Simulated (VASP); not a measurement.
The system is Mg5ZnS6.

```
Mg Zn S
1.0
     3.68453    0.00000    0.00000
     0.00000    3.68453    0.00000
     0.00000    0.00000   15.62816
Mg Zn S
5 1 6
Direct
  0.50000 0.50000 0.16435
  0.00000 0.00000 0.33237
  0.50000 0.50000 0.50000
  0.00000 0.00000 0.66763
  0.50000 0.50000 0.83565
  0.00000 0.00000 0.00000
  0.00000 0.00000 0.16375
  0.50000 0.50000 0.33232
  0.00000 0.00000 0.50000
  0.50000 0.50000 0.66768
  0.00000 0.00000 0.83625
  0.50000 0.50000 0.00000
```

Base run:

- Program: VASP 6.6.1
- Functional: r2SCAN
- Potentials or basis: VASP PAW PBE potentials, release 64 (Mg, Zn, S)
- Cutoff: 520 eV
- k mesh: 8 × 8 × 2
- Occupations: gaussian, width 0.02 eV
- Spin: no spin polarisation

Its results: band gap on the k mesh 1.72 eV (least direct gap 2.28 eV); pressure -1.7 GPa; largest force 0.011 eV/Å.

The run is repeated on the same cell with these changes: functional from r2SCAN to PBE. What comes out?

Band gap on the k mesh 1.25 eV (least direct gap 1.76 eV); pressure -0.2 GPa; largest force 0.014 eV/Å.

Caveats: the PAW data sets were made with another functional, which shifts forces and pressure a little (at least some runs).

A k mesh can miss the band edges.
